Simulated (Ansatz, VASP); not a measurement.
**SiO2: VASP beside Ansatz**

```xyz
6
Lattice="4.2798 0.0000 0.0000 0.0000 4.2798 0.0000 0.0000 0.0000 2.7252" Properties=species:S:1:pos:R:3 pbc="T T T"
Si    2.1399    2.1399    1.3626
Si    0.0000    0.0000    0.0000
O     2.9720    2.9720    0.0000
O     0.8321    3.4477    1.3626
O     1.3078    1.3078    0.0000
O     3.4477    0.8321    1.3626
```

Alike in both runs: task single point; functional LDA; k mesh 6 × 6 × 8; occupations gaussian, width 0.05 eV; no spin polarisation.

```csv
,VASP,Ansatz
version,VASP 6.6.1,Ansatz 0.2.0
potentials or method,"VASP PAW LDA potentials, release 64 (Si, O), cutoff 520 eV","scalar-relativistic, plane waves, PAW"
valence electrons in the cell,32,32
```

```csv
,VASP,Ansatz,Ansatz less VASP
gap on the k mesh at the Fermi level (eV),4.39,4.39,+0.002
least direct gap on the mesh (eV),4.39,4.39,+0.002
pressure (GPa),-22.5,-23.3,-0.85
"traceless stress, the component that is largest in VASP (GPa)",-1.13,-1.70,-0.571
rms of the force components (eV/Å),0.239,0.255,+0.0157
```

Ansatz warns that its potentials were made for another functional, while VASP's fit it. LDA's correlation is that of Perdew and Zunger in VASP and of Perdew and Wang (1992) in Ansatz. Atom by atom the forces differ by 0.016 eV/Å (rms over components).
